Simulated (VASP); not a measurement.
Runs of VASP 6.6.1 on BN. The structure is that of space group P6_3mc (No. 186), or close to it. The cells are those of the table. 

| level | cell | gap on the mesh (eV) | pressure (GPa) |
| --- | --- | --- | --- |
| revPBE+D4 | relaxed from a = 2.528, b = 2.528, c = 4.181 Å, angles 90.0, 90.0, 120.0°, 4 atoms | (a) | 2.8 |
| PBE+D3(BJ) | relaxed from a = 2.537, b = 2.537, c = 4.196 Å, angles 90.0, 90.0, 120.0°, 4 atoms | 5.36 | 2.1 |
| RPBE | relaxed from a = 2.551, b = 2.551, c = 4.217 Å, angles 90.0, 90.0, 120.0°, 4 atoms | 5.46 | 7.5 |
| revPBE+D4 | relaxed from a = 2.537, b = 2.537, c = 4.196 Å, angles 90.0, 90.0, 120.0°, 4 atoms | 5.41 | -1.6 |
| revPBE+D4 | relaxed from a = 2.550, b = 2.550, c = 4.218 Å, angles 90.0, 90.0, 120.0°, 4 atoms | (b) | -7.5 |

Alike in all rows: task relaxation of shape and atoms at fixed volume; potentials or basis VASP PAW PBE potentials, release 64 (B, N); no spin polarisation; k mesh 10 × 10 × 6; cutoff (eV) 600; smearing gaussian 0.05 eV.

Q: Fill in the values left out.

A: (a) 5.39; (b) 5.44.

Caveats: the PAW data sets were made with another functional, which shifts forces and pressure a little (at least some runs); the relaxation stopped at its first step, so nothing moved (at least some runs).

A k mesh can miss the band edges.
